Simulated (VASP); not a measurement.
Here is a VASP 6.6.1 calculation.

The input INCAR:

```
SYSTEM = GaP
  ALGO = Normal
  EDIFF = 1E-6
  ENCUT = 520
  GGA = PE
  ISIF = 2
  ISMEAR = -1
  LASPH = .True.
  LCHARG = .False.
  LREAL = .False.
  LWAVE = .False.
  NBANDS = 16
  NELM = 80
  PREC = Accurate
  SIGMA = 0.02
```

File KPOINTS:

```
k-points
0
Gamma
  14 14 14
  0 0 0
```

Contents of POSCAR:

```
GaP
1.0
    0.0000000000      2.7252500000      2.8070075000
    2.7252500000      0.0000000000      2.8070075000
    2.7252500000      2.7252500000      0.0000000000
Ga P
1 1
Direct
    0.0000000000      0.0000000000      0.0000000000
    0.2500000000      0.2500000000      0.2500000000
```

Potentials or basis: VASP PAW PBE potentials, release 64 (Ga_d, P).

Launch:

```bash
$ cat potpaw_PBE.64/Ga_d/POTCAR potpaw_PBE.64/P/POTCAR > POTCAR
$ mpirun -np 1 vasp_std > vasp.out
```

(1) Predict the pressure.

(2) What does it give for the band gap on the k mesh?

Answers

(1) 0.0 GPa.

(2) 1.50 eV (least direct gap 1.52 eV).

Caveat: the cell differs from its parent crystal (z stretched by +3 %, then relaxed in part).
